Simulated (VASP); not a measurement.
The system is HfO2.

```
CELL_PARAMETERS angstrom
0.00000 2.55750 2.55750
2.55750 0.00000 2.55750
2.55750 2.55750 0.00000
ATOMIC_POSITIONS crystal
Hf 0.00000 0.00000 0.00000
O 0.25000 0.25000 0.25000
O 0.75000 0.75000 0.75000
```

| Item | Value |
| --- | --- |
| Program | VASP 6.6.1 |
| Task | relaxation of cell and atoms |
| Functional | PBEsol |
| Potentials or basis | VASP PAW PBE potentials, release 64 (Hf_pv, O) |
| Cutoff | 600 eV |
| k mesh | 8 × 8 × 8 |
| Occupations | gaussian, width 0.01 eV |
| Spin | no spin polarisation |

At the start: pressure -13.7 GPa; volume 11.15 Å³/atom.

Q: How do energy, volume and symmetry change on relaxing?

A: Over 4 steps the energy falls by 28.0 meV/atom and the volume is 10.53 Å³/atom (-5.5 %); space group Fm-3m (No. 225, to 0.05 Å).

The path:
```tsv
step	energy change (eV)	largest force (eV/Å)	pressure (GPa)	volume (Å³)
1	0.0000	0.0000	-13.75	33.46
2	0.1213	0.0000	27.65	29.03
3	-0.0839	0.0000	-0.36	31.64
4	-0.0839	0.0000	-0.03	31.60
```

Final structure:
```
Hf O
1.0
     0.00000    2.50933    2.50933
     2.50933    0.00000    2.50933
     2.50933    2.50933    0.00000
Hf O
1 2
Direct
  0.00000 0.00000 0.00000
  0.25000 0.25000 0.25000
  0.75000 0.75000 0.75000
```

Caveat: the PAW data sets were made with another functional, which shifts forces and pressure a little.
